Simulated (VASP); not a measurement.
# Ge2Pd2C in VASP: further runs, part 2 of 2

VASP 6.6.1.

## (3) Single point, PBEsol+U

File INCAR:

```
SYSTEM = Ge2Pd2C
PREC = Accurate
ENCUT = 520
EDIFF = 1E-7
ISMEAR = -1
SIGMA = 0.1
LREAL = .False.
LASPH = .True.
NELM = 150
ALGO = Normal
ISIF = 2
LWAVE = .False.
LCHARG = .False.
LMAXMIX = 4
LDAU = .True.
LDAUTYPE = 2
LDAUL = -1 2 -1
LDAUU = 0 1.34 0
LDAUJ = 0 0 0
LDAUPRINT = 1
GGA = PS
NBANDS = 34
```

File KPOINTS:

```
regular mesh
0
Gamma
  7 7 3
  0 0 0
```

File POSCAR:

```
Ge2Pd2C
1.0
    1.5730220000      2.7245510000      0.0000000000
   -1.5730220000      2.7245510000      0.0000000000
    0.0000000000      0.0000000000      7.9077860000
Ge Pd C
2 2 1
Direct
    0.3333000000      0.3334000000      0.8343000000
    0.6667000000      0.6666000000      0.1657000000
    0.3333000000      0.3334000000      0.3547500000
    0.6667000000      0.6666000000      0.6452500000
    0.0000000000      0.0000000000      0.5000000000
```

Potentials or basis: VASP PAW PBE potentials, release 64 (Ge_d, Pd, C).

Command:

```bash
$ cat potpaw_PBE.64/Ge_d/POTCAR potpaw_PBE.64/Pd/POTCAR potpaw_PBE.64/C/POTCAR > POTCAR
$ mpirun -np 1 vasp_std > vasp.out
```

OUTCAR:

```text
SYSTEM = Ge2Pd2C
   PREC = Accurate
   ENCUT = 520
   EDIFF = 1E-7
   ISMEAR = -1
   LREAL = .False.
   LASPH = .True.
   NELM = 150
   ISIF = 2
   GGA = PS

 ion  position               nearest neighbor table
   1  0.333  0.333  0.834-   4 2.35   4 2.35   4 2.35
   2  0.667  0.667  0.166-   3 2.35   3 2.35   3 2.35
   3  0.333  0.333  0.355-   5 2.15   5 2.15   5 2.15   2 2.35   2 2.35   2 2.35   4 2.93   4 2.93
                             4 2.93
   4  0.667  0.667  0.645-   5 2.15   5 2.15   5 2.15   1 2.35   1 2.35   1 2.35   3 2.93   3 2.93
                             3 2.93
   5  0.000  0.000  0.500-   4 2.15   3 2.15   4 2.15   3 2.15   4 2.15   3 2.15

  LATTYP: Found a hexagonal cell.
 ALAT       =     3.1460413799
 C/A-ratio  =     2.5135670657

  Lattice vectors:

 A1 = (   1.5730220000,  -2.7245510000,   0.0000000000)
 A2 = (   1.5730220000,   2.7245510000,   0.0000000000)
 A3 = (   0.0000000000,   0.0000000000,   7.9077860000)

Analysis of symmetry for initial positions (statically):
=====================================================================
 Subroutine PRICEL returns:
 Original cell was already a primitive cell.

 Routine SETGRP: Setting up the symmetry group for a
 hexagonal supercell.

 Subroutine GETGRP returns: Found  4 space group operations
 (whereof  4 operations were pure point group operations)
 out of a pool of 24 trial point group operations.

The static configuration has the point symmetry C_2h.

Analysis of symmetry for dynamics (positions and initial velocities):
=====================================================================
 Subroutine PRICEL returns:
 Original cell was already a primitive cell.

 Routine SETGRP: Setting up the symmetry group for a
 hexagonal supercell.

 Subroutine GETGRP returns: Found  4 space group operations
 (whereof  4 operations were pure point group operations)
 out of a pool of 24 trial point group operations.

The dynamic configuration has the point symmetry C_2h.

 Subroutine INISYM returns: Found  4 space group operations
 (whereof  4 operations are pure point group operations),
 and found     1 'primitive' translations

----------------------------------------------------------------------------------------

                                     Primitive cell

  volume of cell :      67.7820

[... 159 lines left out ...]
  o =  0.8292  v =  0.2863  0.7121  0.0000  0.4244  0.4804  0.0000  0.0000  0.0000  0.0000  0.0000      0.0000  0.0000  0.0000  0.0000  0.0000  0.0000  0.0000  0.0000  0.0000  0.0000
  o =  0.8292  v =  0.0000  0.0000  0.0000  0.0000  0.0000  0.2863  0.7121  0.0000  0.4244  0.4804      0.0000  0.0000  0.0000  0.0000  0.0000  0.0000  0.0000  0.0000  0.0000  0.0000
  o =  0.9208  v =  0.0000  0.0000  0.0000  0.0000  0.0000 -0.0005 -0.0001 -1.0000  0.0003  0.0002      0.0000  0.0000  0.0000  0.0000  0.0000  0.0000  0.0000  0.0000  0.0000  0.0000
  o =  0.9208  v = -0.0005 -0.0001 -1.0000  0.0003  0.0002  0.0000  0.0000  0.0000  0.0000  0.0000      0.0000  0.0000  0.0000  0.0000  0.0000  0.0000  0.0000  0.0000  0.0000  0.0000
  o =  0.9281  v =  0.0000  0.0000  0.0000  0.0000  0.0000  0.3905 -0.4933 -0.0001 -0.2635  0.7312      0.0000  0.0000  0.0000  0.0000  0.0000  0.0000  0.0000  0.0000  0.0000  0.0000
  o =  0.9281  v =  0.3905 -0.4933 -0.0001 -0.2635  0.7312  0.0000  0.0000  0.0000  0.0000  0.0000      0.0000  0.0000  0.0000  0.0000  0.0000  0.0000  0.0000  0.0000  0.0000  0.0000
  o =  0.9281  v = -0.7313 -0.2634  0.0006  0.4932  0.3906  0.0000  0.0000  0.0000  0.0000  0.0000      0.0000  0.0000  0.0000  0.0000  0.0000  0.0000  0.0000  0.0000  0.0000  0.0000
  o =  0.9281  v =  0.0000  0.0000  0.0000  0.0000  0.0000 -0.7313 -0.2634  0.0006  0.4932  0.3906      0.0000  0.0000  0.0000  0.0000  0.0000  0.0000  0.0000  0.0000  0.0000  0.0000

atom =   4  type =  2  l = 2

 onsite density matrix

spin component  1

  0.8971  0.0000 -0.0000 -0.0458 -0.0000
  0.0000  0.8601 -0.0000  0.0000 -0.0458
 -0.0000 -0.0000  0.9208  0.0000  0.0000
 -0.0458  0.0000  0.0000  0.8601  0.0000
 -0.0000 -0.0458  0.0000  0.0000  0.8971

spin component  2

  0.8971  0.0000 -0.0000 -0.0458 -0.0000
  0.0000  0.8601 -0.0000  0.0000 -0.0458
 -0.0000 -0.0000  0.9208  0.0000  0.0000
 -0.0458  0.0000  0.0000  0.8601  0.0000
 -0.0000 -0.0458  0.0000  0.0000  0.8971

 occupancies and eigenvectors

  o =  0.8292  v = -0.4803  0.4244 -0.0000 -0.7122  0.2862  0.0000  0.0000  0.0000  0.0000  0.0000      0.0000  0.0000  0.0000  0.0000  0.0000  0.0000  0.0000  0.0000  0.0000  0.0000
  o =  0.8292  v =  0.0000  0.0000  0.0000  0.0000  0.0000 -0.4803  0.4244 -0.0000 -0.7122  0.2862      0.0000  0.0000  0.0000  0.0000  0.0000  0.0000  0.0000  0.0000  0.0000  0.0000
  o =  0.8292  v =  0.2863  0.7121  0.0000  0.4244  0.4804  0.0000  0.0000  0.0000  0.0000  0.0000      0.0000  0.0000  0.0000  0.0000  0.0000  0.0000  0.0000  0.0000  0.0000  0.0000
  o =  0.8292  v =  0.0000  0.0000  0.0000  0.0000  0.0000  0.2863  0.7121  0.0000  0.4244  0.4804      0.0000  0.0000  0.0000  0.0000  0.0000  0.0000  0.0000  0.0000  0.0000  0.0000
  o =  0.9208  v =  0.0000  0.0000  0.0000  0.0000  0.0000 -0.0005 -0.0001 -1.0000  0.0003  0.0002      0.0000  0.0000  0.0000  0.0000  0.0000  0.0000  0.0000  0.0000  0.0000  0.0000
  o =  0.9208  v = -0.0005 -0.0001 -1.0000  0.0003  0.0002  0.0000  0.0000  0.0000  0.0000  0.0000      0.0000  0.0000  0.0000  0.0000  0.0000  0.0000  0.0000  0.0000  0.0000  0.0000
  o =  0.9281  v =  0.0000  0.0000  0.0000  0.0000  0.0000  0.3905 -0.4933 -0.0001 -0.2635  0.7312      0.0000  0.0000  0.0000  0.0000  0.0000  0.0000  0.0000  0.0000  0.0000  0.0000
  o =  0.9281  v =  0.3905 -0.4933 -0.0001 -0.2635  0.7312  0.0000  0.0000  0.0000  0.0000  0.0000      0.0000  0.0000  0.0000  0.0000  0.0000  0.0000  0.0000  0.0000  0.0000  0.0000
  o =  0.9281  v = -0.7313 -0.2634  0.0006  0.4932  0.3906  0.0000  0.0000  0.0000  0.0000  0.0000      0.0000  0.0000  0.0000  0.0000  0.0000  0.0000  0.0000  0.0000  0.0000  0.0000
  o =  0.9281  v =  0.0000  0.0000  0.0000  0.0000  0.0000 -0.7313 -0.2634  0.0006  0.4932  0.3906      0.0000  0.0000  0.0000  0.0000  0.0000  0.0000  0.0000  0.0000  0.0000  0.0000

 number of electron      52.0000006 magnetization

 Free energy of the ion-electron system (eV)
  ---------------------------------------------------
  ext. energy  EPLUGINS =         0.00000000
  ---------------------------------------------------
  free energy    TOTEN  =       -26.05927656 eV

  energy without entropy =      -25.97185126  energy(sigma->0) =      -26.01556391

 E-fermi :   9.4500     XC(G=0): -12.7130

 val. band max:        9.3596069169   @ k =   0.0000  -0.2857   0.3333
 cond. band min:       9.4649638754   @ k =  -0.1429   0.4286   0.3333
 fundamental gap:      0.1053569585
 Fermi energy:         9.4500269444

 k-point     1 :       0.0000    0.0000    0.0000
  band No.  band energies     occupation
      1     -15.1447      2.00000
      2     -15.1447      2.00000
      3     -15.1375      2.00000
      4     -15.1375      2.00000
      5     -15.1117      2.00000
      6     -15.1112      2.00000
[... 877 lines left out ...]
     33      17.3011      0.00000
     34      18.8489      0.00000

 [... further k-points ...]

------------------------ aborting loop because EDIFF is reached ----------------------------------------

  FORCE on cell =-STRESS in cart. coord.  units (eV):
  Direction    XX          YY          ZZ          XY          YZ          ZX
  --------------------------------------------------------------------------------------
  -------------------------------------------------------------------------------------
  Total       10.7521206     10.7575881     11.1475959      0.0047556     -0.0030300      0.0052482
  in kB      254.1499728    254.2792081    263.4978990      0.1124100     -0.0716209      0.1240525
  external PRESSURE =     257.3090267 kB  Pullay stress =       0.0000000 kB

 VOLUME and BASIS-vectors are now :
 -----------------------------------------------------------------------------
  energy-cutoff  :      520.00
  volume of cell :       67.78
      direct lattice vectors                 reciprocal lattice vectors
     1.573022000  2.724551000  0.000000000     0.317859509  0.183516477  0.000000000
    -1.573022000  2.724551000  0.000000000    -0.317859509  0.183516477  0.000000000
     0.000000000  0.000000000  7.907786000     0.000000000  0.000000000  0.126457646

 POSITION                                       TOTAL-FORCE (eV/Angst)
 -----------------------------------------------------------------------------------
     -0.00016      1.81646      6.59747         0.001872     -0.001081      3.552072
      0.00016      3.63264      1.31032        -0.001872      0.001081     -3.552072
     -0.00016      1.81646      2.80529         0.002045     -0.001181      2.315109
      0.00016      3.63264      5.10250        -0.002045      0.001181     -2.315109
      0.00000      0.00000      3.95389        -0.000000      0.000000      0.000000
 -----------------------------------------------------------------------------------
    total drift:                                0.000000      0.000000      0.000000

  FREE ENERGIE OF THE ION-ELECTRON SYSTEM (eV)
  ---------------------------------------------------
  free  energy   TOTEN  =       -26.0592765578 eV

  energy  without entropy=      -25.9718512563  energy(sigma->0) =      -26.01556391
```

Wall time 1.7 min (1 thread of Oxide Virtual Turin-like, shared host); peak memory 0.2 GiB.

What came out:

```
Free energy            : -26.0593 eV
Pressure               : 25.7 GPa
Largest force          : 3.552 eV/Å
Band gap on the k mesh : zero (band 26 reaches 11.56 eV, above the bottom of band 27 at 8.62 eV)
```

Forces on the atoms (eV/Å):
```
Ge   0.002 -0.001  3.552
Ge  -0.002  0.001 -3.552
Pd   0.002 -0.001  2.315
Pd  -0.002  0.001 -2.315
C    0.000  0.000  0.000
```

Stress tensor (GPa, compression positive):
```
25.41  0.01  0.01
 0.01 25.43 -0.01
 0.01 -0.01 26.35
```

Levels at points of the mesh, in eV from the Fermi level:
```csv
k point,band 22,band 23,band 24,band 25,band 26,band 27,band 28,band 29,band 30,band 31
"(0.00, 0.00, 0.00)",-3.68,-3.68,-2.84,-0.23,2.11,2.11,3.13,6.27,6.36,6.37
```

Eigenvalues of the final occupation matrices:
```csv
site,spin,trace,eigenvalues
site 3 d,1,4.44,0.83 0.83 0.92 0.93 0.93
site 3 d,2,4.44,0.83 0.83 0.92 0.93 0.93
site 4 d,1,4.44,0.83 0.83 0.92 0.93 0.93
site 4 d,2,4.44,0.83 0.83 0.92 0.93 0.93
```

Caveat: the PAW data sets were made with another functional, which shifts forces and pressure a little; U without spin polarisation on a metal has little footing; the U is typed as a test and isn't derived for this compound.

## (4) Single point, PBEsol+U

File INCAR:

```
PREC = Accurate
ENCUT = 520
EDIFF = 1E-6
ISMEAR = 1
SIGMA = 0.01
LREAL = False
LASPH = True
NELM = 150
ALGO = Normal
ISIF = 2
LWAVE = False
LCHARG = False
LMAXMIX = 4
LDAU = True
LDAUTYPE = 2
LDAUL = -1 2 -1
LDAUU = 0 1.34 0
LDAUJ = 0 0 0
LDAUPRINT = 1
GGA = PS
NBANDS = 34
```

File KPOINTS:

```
Automatic mesh
0
Gamma
  7 7 3
```

POSCAR is that of step 3.

Command:

```bash
$ cat potpaw_PBE.64/Ge_d/POTCAR potpaw_PBE.64/Pd/POTCAR potpaw_PBE.64/C/POTCAR > POTCAR
$ mpirun -np 1 vasp_std > vasp.out
```

Wall time 99 s (1 thread of Oxide Virtual Turin-like, shared host); peak memory 0.2 GiB.

It converged, with:

| Quantity | Value |
| --- | --- |
| Free energy | -26.0163 eV |
| Pressure | 25.9 GPa |
| Largest force | 3.640 eV/Å |
| Band gap on the k mesh | zero (band 26 reaches 11.53 eV, above the bottom of band 27 at 8.62 eV) |

Forces on the atoms (eV/Å):
```
Ge   0.002 -0.001  3.640
Ge  -0.002  0.001 -3.640
Pd   0.002 -0.001  2.339
Pd  -0.002  0.001 -2.339
C    0.000  0.000  0.000
```

Stress tensor (GPa, compression positive):
```
25.18  0.01  0.02
 0.01 25.19 -0.01
 0.02 -0.01 27.40
```

Levels at points of the mesh, in eV from the Fermi level:
```tsv
k point	band 22	band 23	band 24	band 25	band 26	band 27	band 28	band 29	band 30	band 31
(0.00, 0.00, 0.00)	-3.70	-3.69	-2.85	-0.25	2.07	2.07	3.12	6.24	6.36	6.36
```

Eigenvalues of the final occupation matrices:
```
    site  spin  trace               eigenvalues
site 3 d     1   4.44  0.83 0.83 0.92 0.93 0.93
site 3 d     2   4.44  0.83 0.83 0.92 0.93 0.93
site 4 d     1   4.44  0.83 0.83 0.92 0.93 0.93
site 4 d     2   4.44  0.83 0.83 0.92 0.93 0.93
```

Caveat: the PAW data sets were made with another functional, which shifts forces and pressure a little; U without spin polarisation on a metal has little footing; the U is typed as a test and isn't derived for this compound.
